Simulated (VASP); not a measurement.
NaCl: single point with PBEsol

NaCl:

```xyz
2
Lattice="3.1452 0.0000 0.0000 0.0000 3.1452 0.0000 0.0000 0.0000 3.1452" Properties=species:S:1:pos:R:3 pbc="T T T"
Na    0.0000    0.0000    0.0000
Cl    1.5726    1.5726    1.5726
```

This cell differs from its parent crystal: volume scaled by 0.760.

```yaml
Program: VASP 6.6.1
Task: single point
Functional: PBEsol
Potentials_or_basis: VASP PAW PBE potentials, release 64 (Na_pv, Cl)
Cutoff: 520 eV
k_mesh: 8 × 8 × 8
Occupations: gaussian, width 0.05 eV
Spin: no spin polarisation
Dipole_correction: no
Further_INCAR_settings: ALGO = Normal; EDIFF = 1e-06; NBANDS = 14
```

| Item | Value |
| --- | --- |
| Pressure | 15.2 GPa |
| Band gap on the k mesh | 5.07 eV, direct |

Levels at points of the mesh, in eV from the valence-band top:
| k point | band 4 | band 5 | band 6 | band 7 | band 8 | band 9 | band 10 | band 11 |
| --- | --- | --- | --- | --- | --- | --- | --- | --- |
| (0.00, 0.00, 0.00) | -14.88 | -0.84 | -0.84 | -0.84 | 5.19 | 7.75 | 7.75 | 17.00 |
| (0.50, 0.00, 0.00) | -14.02 | -4.78 | -0.47 | -0.47 | 7.85 | 10.02 | 10.92 | 12.40 |
| (0.50, 0.50, 0.00) | -13.50 | -3.70 | -3.70 | 0.00 | 5.07 | 10.30 | 12.84 | 12.84 |
| (0.50, 0.50, 0.50) | -12.87 | -3.14 | -3.14 | -3.14 | 6.74 | 6.74 | 6.74 | 14.29 |

Run time: 4.4 s on 1 thread of Intel(R) Xeon(R) 6975P-C (Granite Rapids) (shared host), peak memory 0.13 GiB.

Caveat: the PAW data sets were made with another functional, which shifts forces and pressure a little. A k mesh can miss the band edges.
